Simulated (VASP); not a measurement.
Write the native input for VASP 6.6.1 that does the following.

```
Task                   : single point
Functional             : LDA
Potentials or basis    : VASP PAW LDA potentials, release 64 (Re)
Cutoff                 : 520 eV
k mesh                 : 14 × 14 × 14
Occupations            : fermi-dirac, width 0.03 eV
Spin                   : no spin polarisation
Dipole correction      : no
Further INCAR settings : ALGO = Normal; EDIFF = 1e-06; NBANDS = 10
```

The structure of Re lies in POSCAR:

```
Re
1.0
    0.0000000000      1.9683945995      1.9683945995
    1.9683945995      0.0000000000      1.9683945995
    1.9683945995      1.9683945995      0.0000000000
Re
1
Direct
    0.0000000000      0.0000000000      0.0000000000
```

This isn't the form of Re at room conditions, which is hcp.

One way to write it, as run:

INCAR

```
SYSTEM = Re
PREC = Accurate ; ENCUT = 520
EDIFF = 1E-6 ; ISMEAR = -1
SIGMA = 0.03 ; LREAL = .False.
LASPH = .True. ; NELM = 100
ALGO = Normal ; ISIF = 2
LWAVE = .False. ; LCHARG = .True.
LELF = .True. ; LVHAR = .True.
NBANDS = 10
```

KPOINTS

```
regular mesh
0
Gamma
  14 14 14
  0 0 0
```

Potentials or basis: VASP PAW LDA potentials, release 64 (Re).

The run is started by

```bash
$ cat potpaw_LDA.64/Re/POTCAR > POTCAR
$ mpirun -np 1 vasp_std > vasp.out
```

It gave:

```yaml
Pressure: -20.2 GPa
Band_gap_on_the_k_mesh: zero (an odd number of electrons rules out a gap without spin polarisation)
```

Caveat: the cell stands under tension; spin-orbit coupling is left out, which moves the levels of the heavy elements.

Wall time 16 s on 1 thread of Intel Xeon 8259CL (shared host), peak memory 0.14 GiB.
